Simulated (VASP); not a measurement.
A run of VASP 6.6.1:

Contents of POSCAR:

```
Pd
1.0
    0.0000000000      1.9465000000      1.9465000000
    1.9465000000      0.0000000000      1.9465000000
    1.9465000000      1.9465000000      0.0000000000
Pd
1
Direct
    0.0000000000      0.0000000000      0.0000000000
```

The input INCAR.step1:

```
SYSTEM = Pd
  ALGO = Normal
  EDIFF = 1E-4
  ENCUT = 600
  GGA = PE
  ISMEAR = -1
  LASPH = .True.
  LCHARG = .False.
  LREAL = .False.
  LWAVE = .True.
  NELM = 60
  PREC = Accurate
  SIGMA = 0.08
```

The input INCAR.step2:

```
SYSTEM = Pd
  ALGO = Normal
  EDIFF = 1E-7
  EDIFFG = -0.002
  ENCUT = 600
  IBRION = 2
  ISIF = 3
  ISMEAR = -1
  ISTART = 1
  LASPH = .True.
  LCHARG = .False.
  LMIXTAU = .True.
  LREAL = .False.
  LWAVE = .False.
  METAGGA = R2SCAN
  NELM = 60
  NSW = 100
  PREC = Accurate
  SIGMA = 0.08
```

Contents of KPOINTS:

```
k-points
0
Gamma
  24 24 24
  0 0 0
```

Potentials or basis: VASP PAW PBE potentials, release 64 (Pd).

The run is started by

```bash
$ cat potpaw_PBE.64/Pd/POTCAR > POTCAR
$ cp INCAR.step1 INCAR
$ mpirun -np 1 vasp_std > vasp.out
$ cp INCAR.step2 INCAR
$ mpirun -np 1 vasp_std > vasp.out
```

Hardware: 1 thread of Intel(R) Xeon(R) 6975P-C (Granite Rapids), on a shared host.

Task: How long does it take, and how much memory?

Result: It took 4.1 min on 1 thread of Intel(R) Xeon(R) 6975P-C (Granite Rapids) (shared host), peak memory 0.22 GiB. Counts: k points 413, ion steps 3.
